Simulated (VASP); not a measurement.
# AlBrN (Pmmn) in VASP: a series of runs

The runs below take AlBrN through single point, with r2SCAN.

Program: VASP 6.6.1. These are calculated values, not measurements. Logs are shortened: lines on timing, memory, paths and dates and some standing lists are left out, and cuts for length are marked.

### 1 The cell of the first run

The structure is orthorhombic, space group Pmmn (No. 59). Conventional cell: a = 3.789 Å, b = 3.799 Å, c = 8.050 Å, α = 90.00°, β = 90.00°, γ = 90.00°. Within 2.5 Å of Al (site symmetry mm2) lie 4 N at 1.90 to 2.16 Å. N (site symmetry mm2) has 4 Al at 1.90 to 2.16 Å within 2.5 Å. Within 3.5 Å of Br (site symmetry mm2) lie 2 Al at 2.65 Å and 5 N at 2.90 to 3.31 Å.

### 2 Single point, r2SCAN

Input file POSCAR:

```
AlBrN
1.0
    3.7994040000      0.0000000000      0.0000000000
    0.0000000000      3.7889080000      0.0000000000
    0.0000000000      0.0000000000      8.0501170000
Al N Br
2 2 2
Direct
    0.0000000000      0.5000000000      0.0700000000
    0.5000000000      0.0000000000      0.9300000000
    0.0000000000      0.0000000000      0.9400000000
    0.5000000000      0.5000000000      0.0600000000
    0.0000000000      0.0000000000      0.3000000000
    0.5000000000      0.5000000000      0.7000000000
```

Input file INCAR.step1:

```
ALGO = Normal
EDIFF = 1E-4
ENCUT = 520
GGA = PE
ISMEAR = 1
LASPH = T
LCHARG = F
LREAL = F
LWAVE = T
NBANDS = 24
NELM = 80
PREC = Accurate
SIGMA = 0.0401
```

Input file INCAR.step2:

```
ALGO = Normal
EDIFF = 1E-7
ENCUT = 520
ISIF = 2
ISMEAR = 1
ISTART = 1
LASPH = T
LCHARG = T
LELF = T
LMIXTAU = T
LREAL = F
LVHAR = T
LWAVE = F
METAGGA = R2SCAN
NBANDS = 24
NELM = 80
PREC = Accurate
SIGMA = 0.0401
```

Input file KPOINTS:

```
k-points
0
Gamma
  7 7 3
```

Potentials or basis: VASP PAW PBE potentials, release 64 (Al, N, Br).

Launch:

```console
$ cat potpaw_PBE.64/Al/POTCAR potpaw_PBE.64/N/POTCAR potpaw_PBE.64/Br/POTCAR > POTCAR
$ cp INCAR.step1 INCAR
$ mpirun -np 1 vasp_std > vasp.out
$ cp INCAR.step2 INCAR
$ mpirun -np 1 vasp_std > vasp.out
```

OUTCAR:

```text
EDIFF = 1E-7
   ENCUT = 520
   ISIF = 2
   ISMEAR = 1
   ISTART = 1
   LASPH = T
   LREAL = F
   METAGGA = R2SCAN
   NELM = 80
   PREC = Accurate

 ion  position               nearest neighbor table
   1  0.000  0.500  0.070-   4 1.90   4 1.90   3 2.16   3 2.16   5 2.65   5 2.65   2 2.91   2 2.91
                             2 2.91   2 2.91
   2  0.500  0.000  0.930-   3 1.90   3 1.90   4 2.16   4 2.16   6 2.65   6 2.65   1 2.91   1 2.91
                             1 2.91   1 2.91
   3  0.000  0.000  0.940-   2 1.90   2 1.90   1 2.16   1 2.16
   4  0.500  0.500  0.060-   1 1.90   1 1.90   2 2.16   2 2.16
   5  0.000  0.000  0.300-   1 2.65   1 2.65
   6  0.500  0.500  0.700-   2 2.65   2 2.65

  LATTYP: Found a simple orthorhombic cell.
 ALAT       =     3.7889080000
 B/A-ratio  =     1.0027701913
 C/A-ratio  =     2.1246535941

  Lattice vectors:

 A1 = (   0.0000000000,  -3.7889080000,   0.0000000000)
 A2 = (   3.7994040000,   0.0000000000,   0.0000000000)
 A3 = (   0.0000000000,   0.0000000000,   8.0501170000)

Analysis of symmetry for initial positions (statically):
=====================================================================
 Subroutine PRICEL returns:
 Original cell was already a primitive cell.

 Routine SETGRP: Setting up the symmetry group for a
 simple orthorhombic supercell.

 Subroutine GETGRP returns: Found  8 space group operations
 (whereof  4 operations were pure point group operations)
 out of a pool of  8 trial point group operations.

The static configuration has the point symmetry C_2v.
 The point group associated with its full space group is D_2h.

Analysis of symmetry for dynamics (positions and initial velocities):
=====================================================================
 Subroutine PRICEL returns:
 Original cell was already a primitive cell.

 Routine SETGRP: Setting up the symmetry group for a
 simple orthorhombic supercell.

 Subroutine GETGRP returns: Found  8 space group operations
 (whereof  4 operations were pure point group operations)
 out of a pool of  8 trial point group operations.

The dynamic configuration has the point symmetry C_2v.
 The point group associated with its full space group is D_2h.

 Subroutine INISYM returns: Found  8 space group operations
 (whereof  4 operations are pure point group operations),
 and found     1 'primitive' translations

----------------------------------------------------------------------------------------

                                     Primitive cell

  volume of cell :     115.8862

  direct lattice vectors                    reciprocal lattice vectors
     3.799404000  0.000000000  0.000000000     0.263199175  0.000000000  0.000000000
     0.000000000  3.788908000  0.000000000     0.000000000  0.263928288  0.000000000
     0.000000000  0.000000000  8.050117000     0.000000000  0.000000000  0.124221797

  length of vectors
     3.799404000  3.788908000  8.050117000     0.263199175  0.263928288  0.124221797

  position of ions in fractional coordinates (direct lattice)
     0.000000000  0.500000000  0.070000000
     0.500000000  0.000000000  0.930000000
     0.000000000  0.000000000  0.940000000
     0.500000000  0.500000000  0.060000000
     0.000000000  0.000000000  0.300000000
     0.500000000  0.500000000  0.700000000

  ion indices of the primitive-cell ions
   primitive index   ion index
                 1           1
                 2           2
                 3           3
                 4           4
                 5           5
                 6           6

----------------------------------------------------------------------------------------

 KPOINTS: k-points

Automatic generation of k-mesh.
 Grid dimensions read from file:
 generate k-points for:    7    7    3

 Generating k-lattice:

  Cartesian coordinates                     Fractional coordinates (reciprocal lattice)
     0.037599882  0.000000000  0.000000000     0.142857143  0.000000000  0.000000000
     0.000000000  0.037704041  0.000000000     0.000000000  0.142857143  0.000000000
     0.000000000  0.000000000  0.041407266     0.000000000  0.000000000  0.333333333

  Length of vectors
     0.037599882  0.037704041  0.041407266

  Shift w.r.t. Gamma in fractional coordinates (k-lattice)
     0.000000000  0.000000000  0.000000000

 Subroutine IBZKPT returns following result:
 ===========================================

 Found     32 irreducible k-points:

 Following reciprocal coordinates:
            Coordinates               Weight
  0.000000  0.000000  0.000000      1.000000
  0.142857  0.000000  0.000000      2.000000
  0.285714  0.000000  0.000000      2.000000
  0.428571  0.000000  0.000000      2.000000
  0.000000  0.142857  0.000000      2.000000
  0.142857  0.142857  0.000000      4.000000
[... 16 lines left out ...]
  0.285714  0.142857  0.333333      8.000000
  0.428571  0.142857  0.333333      8.000000
 [... further k-points ...]
   k-points           NKPTS =     32   k-points in BZ     NKDIM =     32   number of bands    NBANDS=     24
   number of dos      NEDOS =    301   number of ions     NIONS =      6
   total plane-waves  NPLWV =  47040
   dimension x,y,z NGX =    28 NGY =   28 NGZ =   60
   dimension x,y,z NGXF=    56 NGYF=   56 NGZF=  120
   ions per type =               2   2   2
   NGX,Y,Z   is equivalent  to a cutoff of  12.25, 12.29, 12.39 a.u.
   NGXF,Y,Z  is equivalent  to a cutoff of  24.50, 24.57, 24.78 a.u.
 SYSTEM =  unknown system
   PREC   = accura    normal or accurate (medium, high low for compatibility)
   ISTART =      1    job   : 0-new  1-cont  2-samecut
   ICHARG =      0    charge: 1-file 2-atom 10-const
   ISPIN  =      1    spin polarized calculation?
   LNONCOLLINEAR =      F non collinear calculations
   LSORBIT =      F    spin-orbit coupling
   LASPH  =      T    aspherical Exc in radial PAW
   ENCUT  =  520.0 eV  38.22 Ry    6.18 a.u.   7.06  7.04 14.97*2*pi/ulx,y,z
   NELM   =     80;   NELMIN=  2; NELMDL=  0     # of ELM steps
   EDIFF  = 0.1E-06   stopping-criterion for ELM
   LREAL  =      F    real-space projection
   EDIFFG = 0.1E-05   stopping-criterion for IOM
   NSW    =      0    number of steps for IOM
   IBRION =     -1    ionic relax: 0-MD 1-quasi-New 2-CG
   NFREE  =      0    steps in history (QN), initial steepest desc. (CG)
   ISIF   =      2    stress and relaxation
   ISYM   =      2    0-nonsym 1-usesym 2-fastsym
   POTIM  = 0.5000    time-step for ionic-motion
   TEBEG  =    0.0;   TEEND  =   0.0 temperature during run
   PSTRESS=    0.0 pullay stress
   NELECT =      30.0000    total number of electrons
   NUPDOWN=      -1.0000    fix difference up-down
   EMIN   =  10.00;   EMAX   =-10.00  energy-range for DOS
   EFERMI =   0.00;   METHOD = LEGACY
   ISMEAR =     1;   SIGMA  =   0.04  broadening in eV -4-tet -1-fermi 0-gaus
   EFERMI_NEDOS =   21; number of points for ismear=-14 and -15
   IALGO  =     38    algorithm
   IMIX   =      4    mixing-type and parameters
     AMIX     =   0.40;   BMIX     =  1.00
     AMIX_MAG =   1.60;   BMIX_MAG =  1.00
  volume/ion in A,a.u.               =      19.31       130.34
  Fermi-wavevector in a.u.,A,eV,Ry     =   1.043369  1.971682 14.811564  1.088619
  Thomas-Fermi vector in A             =   2.178075
   LORBIT       =      0    0 simple, 1 ext, 2 COOP (PROOUT), +10 PAW based schemes
   METAGGA = R2SCAN    functional components
   LHFCALC =     F    Hartree Fock is set to
   AEXX    =    0.0000 exact exchange contribution
   IVDW    =     0    specifies the selected vdW correction
   LEPSILON=     F    determine dielectric tensor
   LRPA    =     F    only Hartree local field effects (RPA)
 non-spin polarized calculation
 Methfessel and Paxton  Order N= 1 SIGMA  =   0.04
  energy-cutoff  :      520.00
  volume of cell :      115.89
 maximum number of plane-waves:      3136
   NGX = 15   NGY = 15   NGZ = 29

 number of electron      29.9999994 magnetization

 Free energy of the ion-electron system (eV)
  ---------------------------------------------------
  ext. energy  EPLUGINS =         0.00000000
  ---------------------------------------------------
  free energy    TOTEN  =       -61.36199138 eV

  energy without entropy =      -61.36123897  energy(sigma->0) =      -61.36174058

 E-fermi :   1.6447     XC(G=0):  -9.2872

 val. band max:        1.6398129017   @ k =   0.2857   0.4286   0.0000
 cond. band min:       1.6550398664   @ k =   0.0000   0.4286   0.0000
 fundamental gap:      0.0152269647
 Fermi energy:         1.6447118565

 k-point     1 :       0.0000    0.0000    0.0000
  band No.  band energies     occupation
      1     -14.3915      2.00000
      2     -13.0136      2.00000
      3     -12.5042      2.00000
      4     -11.2751      2.00000
      5      -3.1866      2.00000
      6      -2.4875      2.00000
[... 16 lines left out ...]
     23      11.1277      0.00000
     24      12.4234      0.00000

 k-point     2 :       0.1429    0.0000    0.0000
  band No.  band energies     occupation
      1     -14.2646      2.00000
      2     -12.9783      2.00000
      3     -12.4743      2.00000
      4     -11.3995      2.00000
      5      -3.4785      2.00000
      6      -2.3390      2.00000
[... 16 lines left out ...]
     23      10.7649      0.00000
     24      12.2031      0.00000

 k-point     3 :       0.2857    0.0000    0.0000
  band No.  band energies     occupation
      1     -13.9074      2.00000
      2     -12.9170      2.00000
      3     -12.4035      2.00000
      4     -11.7433      2.00000
      5      -3.7144      2.00000
      6      -2.4060      2.00000
[... 16 lines left out ...]
     23      11.2640      0.00000
     24      11.6426      0.00000
[... 514 lines left out ...]
 k-point    23 :       0.2857    0.1429    0.3333
  band No.  band energies     occupation
      1     -13.7867      2.00000
      2     -12.9252      2.00000
      3     -12.3274      2.00000
      4     -11.7849      2.00000
      5      -3.9273      2.00000
      6      -2.4682      2.00000
[... 16 lines left out ...]
     23      11.5235      0.00000
     24      12.4382      0.00000

 k-point    24 :       0.4286    0.1429    0.3333
  band No.  band energies     occupation
      1     -13.3222      2.00000
      2     -12.9681      2.00000
      3     -12.2697      2.00000
      4     -12.1144      2.00000
      5      -3.8384      2.00000
      6      -3.2893      2.00000
[... 16 lines left out ...]
     23      11.4985      0.00000
     24      11.8431      0.00000

 [... further k-points ...]
[... 5 lines left out ...]
  --------------------------------------------------------------------------------------
  -------------------------------------------------------------------------------------
  Total       -3.3008897     -7.3406296     -2.0986350      0.0000000      0.0000000      0.0000000
  in kB      -45.6362419   -101.4874091    -29.0145447      0.0000000      0.0000000      0.0000000
  external PRESSURE =     -58.7127319 kB  Pullay stress =       0.0000000 kB

 VOLUME and BASIS-vectors are now :
 -----------------------------------------------------------------------------
  energy-cutoff  :      520.00
  volume of cell :      115.89
      direct lattice vectors                 reciprocal lattice vectors
     3.799404000  0.000000000  0.000000000     0.263199175  0.000000000  0.000000000
     0.000000000  3.788908000  0.000000000     0.000000000  0.263928288  0.000000000
     0.000000000  0.000000000  8.050117000     0.000000000  0.000000000  0.124221797

 POSITION                                       TOTAL-FORCE (eV/Angst)
 -----------------------------------------------------------------------------------
      0.00000      1.89445      0.56351         0.000000      0.000000     -0.261450
      1.89970      0.00000      7.48661         0.000000      0.000000      0.261450
      0.00000      0.00000      7.56711         0.000000      0.000000      0.574727
      1.89970      1.89445      0.48301         0.000000      0.000000     -0.574727
      0.00000      0.00000      2.41504         0.000000      0.000000     -0.122479
      1.89970      1.89445      5.63508         0.000000      0.000000      0.122479
 -----------------------------------------------------------------------------------
    total drift:                                0.000000      0.000000      0.000000

  FREE ENERGIE OF THE ION-ELECTRON SYSTEM (eV)
  ---------------------------------------------------
  free  energy   TOTEN  =       -61.3619913792 eV

  energy  without entropy=      -61.3612389697  energy(sigma->0) =      -61.36174058
```

It took 4.4 min on 1 thread of Intel Xeon Platinum 8375C at 2.90GHz (Ice Lake), shared host; peak memory 0.26 GiB.

Results:

| Item | Value |
| --- | --- |
| Free energy | -61.3620 eV |
| Pressure | -5.9 GPa |
| Largest force | 0.575 eV/Å |
| Band gap on the k mesh | zero (band 15 reaches 1.81 eV, above the bottom of band 16 at 1.42 eV) |

Forces on the atoms (eV/Å):
```
Al   0.000  0.000 -0.261
Al   0.000  0.000  0.261
N    0.000  0.000  0.575
N    0.000  0.000 -0.575
Br   0.000  0.000 -0.122
Br   0.000  0.000  0.122
```

Stress tensor (GPa, compression positive):
```
 -4.56   0.00   0.00
  0.00 -10.15   0.00
  0.00   0.00  -2.90
```

Levels at points of the mesh, in eV from the Fermi level:
| k point | band 11 | band 12 | band 13 | band 14 | band 15 | band 16 | band 17 | band 18 | band 19 | band 20 |
| --- | --- | --- | --- | --- | --- | --- | --- | --- | --- | --- |
| (0.00, 0.00, 0.00) | -1.18 | -1.16 | -0.67 | -0.50 | 0.13 | 0.60 | 4.28 | 4.87 | 7.23 | 7.51 |

Caveat: the PAW data sets were made with another functional, which shifts forces and pressure a little.

### 3 Single point, r2SCAN

This run uses another cell than the first one, of 15.31 Å³/atom, 0.793 times its volume.

Input file POSCAR:

```
AlBrN
1.0
    3.8084616313      0.0000000000      0.0000000000
    0.0000000000      3.4985409962      0.0000000000
    0.0000000000      0.0000000000      6.8934961651
Al N Br
2 2 2
Direct
    0.0000000000      0.5000000000      0.0667347001
    0.5000000000      0.0000000000      0.9332652999
    0.0000000000      0.0000000000      0.9360845654
    0.5000000000      0.5000000000      0.0639154346
    0.0000000000      0.0000000000      0.3427923461
    0.5000000000      0.5000000000      0.6572076539
```

Input file INCAR.step1:

```
SYSTEM = AlBrN
PREC = Accurate ; ENCUT = 520
ISMEAR = 1 ; SIGMA = 0.0401
LREAL = .FALSE. ; LASPH = .TRUE.
NELM = 60 ; NBANDS = 24
GGA = PE ; ALGO = Normal
EDIFF = 1E-4 ; LWAVE = .TRUE.
LCHARG = .FALSE.
```

Input file INCAR.step2:

```
SYSTEM = AlBrN
PREC = Accurate ; ENCUT = 520
EDIFF = 1E-6 ; ISMEAR = 1
SIGMA = 0.0401 ; LREAL = .FALSE.
LASPH = .TRUE. ; NELM = 60
ALGO = Normal ; ISIF = 2
LWAVE = .FALSE. ; LCHARG = .FALSE.
METAGGA = R2SCAN ; LMIXTAU = .TRUE.
NBANDS = 24 ; ISTART = 1
```

Input file KPOINTS:

```
Automatic mesh
0
G
  6 6 4
  0 0 0
```

Potentials or basis: VASP PAW PBE potentials, release 64 (Al, N, Br).

Launch:

```console
$ cat potpaw_PBE.64/Al/POTCAR potpaw_PBE.64/N/POTCAR potpaw_PBE.64/Br/POTCAR > POTCAR
$ cp INCAR.step1 INCAR
$ mpirun -np 1 vasp_std > vasp.out
$ cp INCAR.step2 INCAR
$ mpirun -np 1 vasp_std > vasp.out
```

Run time: 3.6 min. Hardware: 1 thread of Intel Xeon 6975P-C (Granite Rapids), shared host; peak memory 0.26 GiB.

Results (log left out):

| Quantity | Value |
| --- | --- |
| Free energy | -61.6458 eV |
| Pressure | 4.8 GPa |
| Largest force | 0.011 eV/Å |
| Band gap on the k mesh | zero (band 15 reaches 4.37 eV, above the bottom of band 16 at 3.28 eV) |

Forces on the atoms (eV/Å):
```
Al   0.000  0.000  0.008
Al   0.000  0.000 -0.008
N    0.000  0.000 -0.001
N    0.000  0.000  0.001
Br   0.000  0.000 -0.011
Br   0.000  0.000  0.011
```

Stress tensor (GPa, compression positive):
```
4.90 0.00 0.00
0.00 4.65 0.00
0.00 0.00 4.78
```

Levels at points of the mesh, in eV from the Fermi level:
```tsv
k point	band 13	band 14	band 15	band 16	band 17	band 18
(0.00, 0.00, 0.00)	-1.08	-0.27	-0.22	0.90	4.79	6.15
(0.50, 0.00, 0.00)	-1.14	-1.14	-0.32	-0.32	6.50	6.50
(0.00, 0.50, 0.00)	-1.01	-1.01	-0.20	-0.20	6.45	6.45
(0.50, 0.50, 0.00)	-0.28	-0.28	-0.16	-0.16	7.29	7.29
(0.00, 0.00, 0.50)	-0.61	-0.49	-0.38	-0.29	4.96	6.45
(0.50, 0.00, 0.50)	-1.16	-1.16	0.47	0.47	7.03	7.03
(0.00, 0.50, 0.50)	-1.04	-1.04	0.41	0.41	6.84	6.84
(0.50, 0.50, 0.50)	-0.72	-0.72	-0.62	-0.62	6.35	6.35
```

Caveat: the PAW data sets were made with another functional, which shifts forces and pressure a little.
